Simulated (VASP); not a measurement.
## Al16CN14 (a cell with a defect) (C_N-V_N): single point with PBE

Crystal: Al16CN14 (a cell with a defect) (C_N-V_N).

```
Al N C
1.0
     6.25951    0.00000    0.00000
    -3.12976    5.42090    0.00000
     0.00000    0.00000   10.03481
Al N C
16 14 1
Direct
  0.34689 0.20220 0.26410
  0.16489 0.33144 0.50395
  0.34283 0.18055 0.74762
  0.16119 0.33086 0.99869
  0.34446 0.64432 0.26665
  0.17727 0.83904 0.50918
  0.34164 0.66091 0.74689
  0.16421 0.83200 0.93511
  0.82455 0.16250 0.25482
  0.68120 0.33851 0.50189
  0.83534 0.16674 0.75192
  0.66271 0.32820 0.99667
  0.78591 0.64201 0.25396
  0.68024 0.84384 0.50193
  0.82392 0.66134 0.74458
  0.66212 0.83392 0.99680
  0.34133 0.17165 0.44409
  0.15888 0.32863 0.19150
  0.33074 0.17123 0.94079
  0.16793 0.33108 0.69041
  0.33956 0.67226 0.44674
  0.33051 0.66208 0.93985
  0.17267 0.83466 0.70656
  0.83730 0.17067 0.44013
  0.65350 0.32033 0.18626
  0.83025 0.16614 0.94122
  0.67140 0.33113 0.69124
  0.65257 0.83082 0.18717
  0.82454 0.66343 0.94195
  0.67093 0.83542 0.69063
  0.85185 0.67875 0.43634
```

```json
{
 "Program": "VASP 6.6.1",
 "Task": "single point",
 "Functional": "PBE",
 "Potentials or basis": "VASP PAW PBE potentials, release 64 (Al, N, C)",
 "Cutoff": "520 eV",
 "k mesh": "1 × 1 × 1, shifted",
 "Occupations": "gaussian, width 0.01 eV",
 "Spin": "no spin polarisation",
 "Dipole correction": "no",
 "Charge": "2",
 "Further INCAR settings": "LREAL = Auto; ALGO = Normal; EDIFF = 1e-07; NBANDS = 82; NELECT = 120.0"
}
```

* Largest force: 0.286 eV/Å

Forces on the atoms (eV/Å):
```
Al  -0.067 -0.089  0.007
Al  -0.109  0.036 -0.007
Al   0.084 -0.094  0.014
Al  -0.093  0.074  0.025
Al   0.086 -0.037 -0.149
Al  -0.106  0.146 -0.001
Al   0.121 -0.110 -0.016
Al  -0.205  0.099  0.039
Al   0.123 -0.076  0.012
Al  -0.135  0.015  0.001
Al   0.156 -0.060  0.010
Al  -0.124  0.078 -0.036
Al   0.032  0.104 -0.011
Al  -0.129  0.095 -0.020
Al   0.138 -0.058  0.053
Al  -0.104  0.034  0.036
N    0.140 -0.130  0.185
N   -0.086  0.134  0.008
N    0.151 -0.102 -0.054
N   -0.202  0.138  0.018
N    0.164 -0.064 -0.074
N    0.235 -0.136  0.090
N   -0.173  0.098 -0.024
N    0.181 -0.075 -0.030
N   -0.032  0.001  0.006
N    0.159 -0.084  0.005
N   -0.198  0.124 -0.072
N   -0.184  0.032 -0.033
N    0.173 -0.045 -0.067
N   -0.182  0.091  0.048
C    0.183 -0.138  0.038
```

Levels at points of the mesh, in eV from the Fermi level:
```
           k point  band 56  band 57  band 58  band 59  band 60  band 61  band 62  band 63  band 64  band 65
(0.25, 0.25, 0.25)    -1.21    -1.01    -0.74    -0.56    -0.08     1.16     3.41     3.94     4.23     5.00
```

Wall time 4.6 min on 1 thread of Intel(R) Xeon(R) Platinum 8488C (Sapphire Rapids), with other jobs on the host, peak memory 0.46 GiB.

Caveat: the k points lie up to 1.16 Å⁻¹ apart; the cell carries a net charge on a neutralising background, which shifts energy and pressure; the cell is charged against a uniform background, so pressure and absolute levels hang on convention.
